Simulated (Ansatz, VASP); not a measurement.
**SnO2: VASP beside Ansatz**

The input INCAR:

```
PREC = Accurate ; ENCUT = 910
EDIFF = 1E-8 ; ISMEAR = -1
SIGMA = 0.03 ; LREAL = False
LASPH = True ; NELM = 120
ALGO = Normal ; ISIF = 2
LWAVE = False ; LCHARG = False
LEFG = True ; NBANDS = 35
GGA_COMPAT = False
```

Contents of KPOINTS:

```
Automatic mesh
0
Gamma
  4 4 6
```

File POSCAR:

```
SnO2
1.0
    4.7373500000     -0.0710602500     -0.0710602500
   -0.0710602500      4.7373500000     -0.0710602500
   -0.0477960000     -0.0477960000      3.1864000000
Sn O
2 4
Direct
    0.0000000000      0.0000000000      0.0000000000
    0.5000000000      0.5000000000      0.5000000000
    0.3056200000      0.3056200000      0.0000000000
    0.1943800000      0.8056200000      0.5000000000
    0.6943800000      0.6943800000      0.0000000000
    0.8056200000      0.1943800000      0.5000000000
```

Input for Ansatz:

```yaml
crystal:
  lattice:
    - [4.73735, -0.07106025, -0.07106025]
    - [-0.07106025, 4.73735, -0.07106025]
    - [-0.047796, -0.047796, 3.1864]
  atoms:
    - { symbol: Sn, position: [0.0, 0.0, 0.0] }
    - { symbol: Sn, position: [0.5, 0.5, 0.5] }
    - { symbol: O, position: [0.30562, 0.30562, 0.0] }
    - { symbol: O, position: [0.19438, 0.80562, 0.5] }
    - { symbol: O, position: [0.69438, 0.69438, 0.0] }
    - { symbol: O, position: [0.80562, 0.19438, 0.5] }
kpoints:
  mp_grid: { grid: [4, 4, 6] }
scf:
  occupations: { method: fermi_dirac, width: 0.03 }
hamiltonian:
  xc: lda
  pseudopotentials: { kind: paw }
output:
  forces: true
  stress: true
  eigenvalues: true
  efg: { contact_densities: true }
```

Change from the starting cell: equal xy, yz and zx shear strains of -3 %, PAW files.

Alike in both runs: task electric field gradients; functional LDA; k mesh 4 × 4 × 6; occupations fermi-dirac, width 0.03 eV; no spin polarisation.

|  | VASP | Ansatz |
| --- | --- | --- |
| version | VASP 6.6.1 | Ansatz 0.2.0 |
| potentials or method | VASP PAW LDA potentials, release 64 (Sn_d, O_h) | PAW with Ansatz's default frozen-core files, scalar-relativistic |
| plane-wave cutoff (eV) | 910 | 420 |
| valence electrons in the cell | 52 | 52 |

Ansatz gave:

```
gap on the k mesh at the Fermi level (eV)            : 1.11
rms of the force components (eV/Å)                   : 0.126
size of Vzz on the site where it differs most (V/Å²) : 100.9
```

Estimate VASP's values.

gap on the k mesh at the Fermi level (eV): 1.15; rms of the force components (eV/Å): 0.129; size of Vzz on the site where it differs most (V/Å²): 110.6.

LDA's correlation is that of Perdew and Zunger in VASP and of Perdew and Wang (1992) in Ansatz. Atom by atom the forces differ by 0.009 eV/Å (rms over components).

Noted on VASP's run: the cutoff is short for stress, so the pressure is rough.
